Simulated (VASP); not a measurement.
# Li2Se (Fm-3m) in VASP: single point with PBE

Aim: the single point of Li2Se with PBE.

All numbers are computed with VASP 6.6.1; they aren't measurements. Logs are shortened: lines on timing, memory, paths and dates and some standing lists are left out, and cuts for length are marked.

## Step 1: The cell of the first run

The structure is cubic, space group Fm-3m (No. 225). Conventional cell: a = 6.005 Å, b = 6.005 Å, c = 6.005 Å, α = 90.00°, β = 90.00°, γ = 90.00°. Li (site symmetry -43m) has 4 Se at 2.60 Å and 6 Li at 3.00 Å within 3.4 Å. Se (site symmetry m-3m) has 8 Li at 2.60 Å within 3.4 Å.

## Step 2: Single point, PBE

INCAR reads:

```
PREC = Accurate
ENCUT = 750
EDIFF = 1E-6
ISMEAR = 0
SIGMA = 0.01
LREAL = False
LASPH = True
NELM = 120
ALGO = Normal
ISIF = 2
LWAVE = False
LCHARG = False
GGA = PE
ISYM = 0
NBANDS = 13
GGA_COMPAT = False
```

KPOINTS reads:

```
Automatic mesh
0
Gamma
  4 4 4
  0.5 0.5 0.5
```

POSCAR reads:

```
Li2Se
1.0
    0.0000000000      3.0025000000      3.0025000000
    3.0025000000      0.0000000000      3.0025000000
    3.0025000000      3.0025000000      0.0000000000
Li Se
2 1
Direct
    0.2500000000      0.2500000000      0.2500000000
    0.7500000000      0.7500000000      0.7500000000
    0.0000000000      0.0000000000      0.0000000000
```

Potentials or basis: VASP PAW PBE potentials, release 64 (Li_sv, Se).

Started as:

```sh
> cat potpaw_PBE.64/Li_sv/POTCAR potpaw_PBE.64/Se/POTCAR > POTCAR
> mpirun -np 1 vasp_std > vasp.out
```

OUTCAR:

```text
PREC = Accurate
   ENCUT = 750
   EDIFF = 1E-6
   ISMEAR = 0
   LREAL = False
   LASPH = True
   NELM = 120
   ISIF = 2
   GGA = PE
   ISYM = 0

 ion  position               nearest neighbor table
   1  0.250  0.250  0.250-   3 2.60   3 2.60   3 2.60   3 2.60
   2  0.750  0.750  0.750-   3 2.60   3 2.60   3 2.60   3 2.60
   3  0.000  0.000  0.000-   1 2.60   2 2.60   2 2.60   2 2.60   2 2.60   1 2.60   1 2.60   1 2.60

IMPORTANT INFORMATION: All symmetrisations will be switched off!
NOSYMM: (Re-)initialisation of all symmetry stuff for point group C_1.

----------------------------------------------------------------------------------------

                                     Primitive cell

  volume of cell :      54.1351

  direct lattice vectors                    reciprocal lattice vectors
     0.000000000  3.002500000  3.002500000    -0.166527893  0.166527893  0.166527893
     3.002500000  0.000000000  3.002500000     0.166527893 -0.166527893  0.166527893
     3.002500000  3.002500000  0.000000000     0.166527893  0.166527893 -0.166527893

  length of vectors
     4.246176221  4.246176221  4.246176221     0.288434772  0.288434772  0.288434772

  position of ions in fractional coordinates (direct lattice)
     0.250000000  0.250000000  0.250000000
     0.750000000  0.750000000  0.750000000
     0.000000000  0.000000000  0.000000000

  ion indices of the primitive-cell ions
   primitive index   ion index
                 1           1
                 2           2
                 3           3

----------------------------------------------------------------------------------------

 KPOINTS: Automatic mesh

Automatic generation of k-mesh.
 Grid dimensions read from file:
 generate k-points for:    4    4    4

 Generating k-lattice:

  Cartesian coordinates                     Fractional coordinates (reciprocal lattice)
    -0.041631973  0.041631973  0.041631973     0.250000000  0.000000000  0.000000000
     0.041631973 -0.041631973  0.041631973     0.000000000  0.250000000  0.000000000
     0.041631973  0.041631973 -0.041631973     0.000000000  0.000000000  0.250000000

  Length of vectors
     0.072108693  0.072108693  0.072108693

  Shift w.r.t. Gamma in fractional coordinates (k-lattice)
     0.500000000  0.500000000  0.500000000

 Subroutine IBZKPT returns following result:
 ===========================================

 Found    128 irreducible k-points:

 Following reciprocal coordinates:
            Coordinates               Weight
  0.125000  0.125000  0.125000      2.000000
  0.125000  0.000000  0.000000      2.000000
  0.000000  0.000000 -0.125000      2.000000
  0.000000  0.125000  0.000000      2.000000
  0.375000  0.125000  0.125000      2.000000
  0.125000  0.375000  0.125000      2.000000
[... 16 lines left out ...]
  0.000000  0.500000 -0.125000      2.000000
  0.500000  0.000000 -0.125000      2.000000
 [... further k-points ...]
   k-points           NKPTS =    128   k-points in BZ     NKDIM =    128   number of bands    NBANDS=     13
   number of dos      NEDOS =    301   number of ions     NIONS =      3
   total plane-waves  NPLWV =  64000
   dimension x,y,z NGX =    40 NGY =   40 NGZ =   40
   dimension x,y,z NGXF=    80 NGYF=   80 NGZF=   80
   ions per type =               2   1
   NGX,Y,Z   is equivalent  to a cutoff of  15.66, 15.66, 15.66 a.u.
   NGXF,Y,Z  is equivalent  to a cutoff of  31.32, 31.32, 31.32 a.u.
 SYSTEM =  unknown system
   PREC   = accura    normal or accurate (medium, high low for compatibility)
   ISTART =      0    job   : 0-new  1-cont  2-samecut
   ICHARG =      2    charge: 1-file 2-atom 10-const
   ISPIN  =      1    spin polarized calculation?
   LNONCOLLINEAR =      F non collinear calculations
   LSORBIT =      F    spin-orbit coupling
   LASPH  =      T    aspherical Exc in radial PAW
   ENCUT  =  750.0 eV  55.12 Ry    7.42 a.u.   9.48  9.48  9.48*2*pi/ulx,y,z
   NELM   =    120;   NELMIN=  2; NELMDL= -5     # of ELM steps
   EDIFF  = 0.1E-05   stopping-criterion for ELM
   LREAL  =      F    real-space projection
   EDIFFG = 0.1E-04   stopping-criterion for IOM
   NSW    =      0    number of steps for IOM
   IBRION =     -1    ionic relax: 0-MD 1-quasi-New 2-CG
   NFREE  =      0    steps in history (QN), initial steepest desc. (CG)
   ISIF   =      2    stress and relaxation
   ISYM   =      0    0-nonsym 1-usesym 2-fastsym
   POTIM  = 0.5000    time-step for ionic-motion
   TEBEG  =    0.0;   TEEND  =   0.0 temperature during run
   PSTRESS=    0.0 pullay stress
   NELECT =      12.0000    total number of electrons
   NUPDOWN=      -1.0000    fix difference up-down
   EMIN   =  10.00;   EMAX   =-10.00  energy-range for DOS
   EFERMI =   0.00;   METHOD = LEGACY
   ISMEAR =     0;   SIGMA  =   0.01  broadening in eV -4-tet -1-fermi 0-gaus
   EFERMI_NEDOS =   21; number of points for ismear=-14 and -15
   IALGO  =     38    algorithm
   IMIX   =      4    mixing-type and parameters
     AMIX     =   0.40;   BMIX     =  1.00
     AMIX_MAG =   1.60;   BMIX_MAG =  1.00
  volume/ion in A,a.u.               =      18.05       121.77
  Fermi-wavevector in a.u.,A,eV,Ry     =   0.990776  1.872296 13.355989  0.981637
  Thomas-Fermi vector in A             =   2.122471
   LORBIT       =      0    0 simple, 1 ext, 2 COOP (PROOUT), +10 PAW based schemes
   GGA     = PE    functional components
   LHFCALC =     F    Hartree Fock is set to
   AEXX    =    0.0000 exact exchange contribution
   IVDW    =     0    specifies the selected vdW correction
   LEPSILON=     F    determine dielectric tensor
   LRPA    =     F    only Hartree local field effects (RPA)
 non-spin polarized calculation
 Gauss-broadening in eV      SIGMA  =   0.01
  energy-cutoff  :      750.00
  volume of cell :       54.14
 maximum number of plane-waves:      2550
 NGX is ok and might be reduce to    40
   NGX = 19   NGY = 19   NGZ = 19

 number of electron      12.0000004 magnetization

 Free energy of the ion-electron system (eV)
  ---------------------------------------------------
  ext. energy  EPLUGINS =         0.00000000
  ---------------------------------------------------
  free energy    TOTEN  =       -11.13105286 eV

  energy without entropy =      -11.13105286  energy(sigma->0) =      -11.13105286

 E-fermi :   1.0068     XC(G=0):  -8.2618

 val. band max:        0.9033792179   @ k =   0.1250   0.1250   0.1250
 cond. band min:       4.4357172469   @ k =   0.5000  -0.3750   0.0000
 fundamental gap:      3.5323380290
 Fermi energy:         1.0068328199

 k-point     1 :       0.1250    0.1250    0.1250
  band No.  band energies     occupation
      1     -43.7155      2.00000
      2     -43.6935      2.00000
      3     -10.3453      2.00000
      4       0.3439      2.00000
      5       0.9034      2.00000
      6       0.9034      2.00000
      7       4.8682      0.00000
      8       6.8435      0.00000
      9       6.8435      0.00000
     10       6.9780      0.00000
     11      10.3764      0.00000
     12      10.3764      0.00000
     13      12.0122      0.00000

 k-point     2 :       0.1250    0.0000    0.0000
  band No.  band energies     occupation
      1     -43.7155      2.00000
      2     -43.6935      2.00000
      3     -10.3453      2.00000
      4       0.3439      2.00000
      5       0.9034      2.00000
      6       0.9034      2.00000
      7       4.8682      0.00000
      8       6.8435      0.00000
      9       6.8435      0.00000
     10       6.9780      0.00000
     11      10.3764      0.00000
     12      10.3764      0.00000
     13      12.0122      0.00000

 k-point     3 :       0.0000    0.0000   -0.1250
  band No.  band energies     occupation
      1     -43.7155      2.00000
      2     -43.6935      2.00000
      3     -10.3453      2.00000
      4       0.3439      2.00000
      5       0.9034      2.00000
      6       0.9034      2.00000
      7       4.8682      0.00000
      8       6.8435      0.00000
      9       6.8435      0.00000
     10       6.9780      0.00000
     11      10.3764      0.00000
     12      10.3764      0.00000
     13      12.0122      0.00000

 k-point     4 :       0.0000    0.1250    0.0000
  band No.  band energies     occupation
      1     -43.7155      2.00000
      2     -43.6935      2.00000
      3     -10.3453      2.00000
      4       0.3439      2.00000
      5       0.9034      2.00000
      6       0.9034      2.00000
      7       4.8682      0.00000
      8       6.8435      0.00000
      9       6.8435      0.00000
     10       6.9780      0.00000
     11      10.3764      0.00000
     12      10.3764      0.00000
     13      12.0122      0.00000

 k-point     5 :       0.3750    0.1250    0.1250
  band No.  band energies     occupation
      1     -43.7110      2.00000
      2     -43.6975      2.00000
      3     -10.1439      2.00000
      4      -1.0701      2.00000
      5       0.1647      2.00000
      6       0.6872      2.00000
      7       6.0347      0.00000
      8       7.1300      0.00000
      9       7.4704      0.00000
     10       8.1472      0.00000
     11       9.1311      0.00000
     12      11.8316      0.00000
     13      13.0221      0.00000
[... 257 lines left out ...]
 k-point    22 :       0.1250    0.5000    0.0000
  band No.  band energies     occupation
      1     -43.7056      2.00000
      2     -43.7026      2.00000
      3     -10.0141      2.00000
      4      -1.7739      2.00000
      5       0.1772      2.00000
      6       0.3052      2.00000
      7       6.2080      0.00000
      8       6.9591      0.00000
      9       7.4350      0.00000
     10       9.0826      0.00000
     11      11.1273      0.00000
     12      12.4489      0.00000
     13      13.5834      0.00000

 k-point    23 :       0.0000    0.5000   -0.1250
  band No.  band energies     occupation
      1     -43.7056      2.00000
      2     -43.7026      2.00000
      3     -10.0141      2.00000
      4      -1.7739      2.00000
      5       0.1772      2.00000
      6       0.3052      2.00000
      7       6.2080      0.00000
      8       6.9591      0.00000
      9       7.4350      0.00000
     10       9.0826      0.00000
     11      11.1273      0.00000
     12      12.4489      0.00000
     13      13.5834      0.00000

 k-point    24 :       0.5000    0.0000   -0.1250
  band No.  band energies     occupation
      1     -43.7056      2.00000
      2     -43.7026      2.00000
      3     -10.0141      2.00000
      4      -1.7739      2.00000
      5       0.1772      2.00000
      6       0.3052      2.00000
      7       6.2080      0.00000
      8       6.9591      0.00000
      9       7.4350      0.00000
     10       9.0826      0.00000
     11      11.1273      0.00000
     12      12.4489      0.00000
     13      13.5835      0.00000

 [... further k-points ...]
[... 5 lines left out ...]
  --------------------------------------------------------------------------------------
  -------------------------------------------------------------------------------------
  Total       -0.0141049     -0.0141049     -0.0141042     -0.0000074     -0.0000078     -0.0000068
  in kB       -0.4174484     -0.4174459     -0.4174272     -0.0002186     -0.0002312     -0.0002001
  external PRESSURE =      -0.4174405 kB  Pullay stress =       0.0000000 kB

 VOLUME and BASIS-vectors are now :
 -----------------------------------------------------------------------------
  energy-cutoff  :      750.00
  volume of cell :       54.14
      direct lattice vectors                 reciprocal lattice vectors
     0.000000000  3.002500000  3.002500000    -0.166527893  0.166527893  0.166527893
     3.002500000  0.000000000  3.002500000     0.166527893 -0.166527893  0.166527893
     3.002500000  3.002500000  0.000000000     0.166527893  0.166527893 -0.166527893

 POSITION                                       TOTAL-FORCE (eV/Angst)
 -----------------------------------------------------------------------------------
      1.50125      1.50125      1.50125        -0.000000     -0.000000     -0.000000
      4.50375      4.50375      4.50375         0.000000      0.000000      0.000000
      0.00000      0.00000      0.00000         0.000000     -0.000000     -0.000000
 -----------------------------------------------------------------------------------
    total drift:                                0.000000      0.000000      0.000000

  FREE ENERGIE OF THE ION-ELECTRON SYSTEM (eV)
  ---------------------------------------------------
  free  energy   TOTEN  =       -11.1310528650 eV

  energy  without entropy=      -11.1310528650  energy(sigma->0) =      -11.13105286
```

Run time: 2.9 min. Hardware: 1 thread of Intel Xeon Platinum 8259CL at 2.50GHz (Skylake/Cascade Lake), shared host; peak memory 0.33 GiB.

Results:

```yaml
Free_energy: -11.1311 eV
Pressure: 0.0 GPa
Band_gap_on_the_k_mesh: 3.53 eV, indirect (least direct gap 3.96 eV)
```
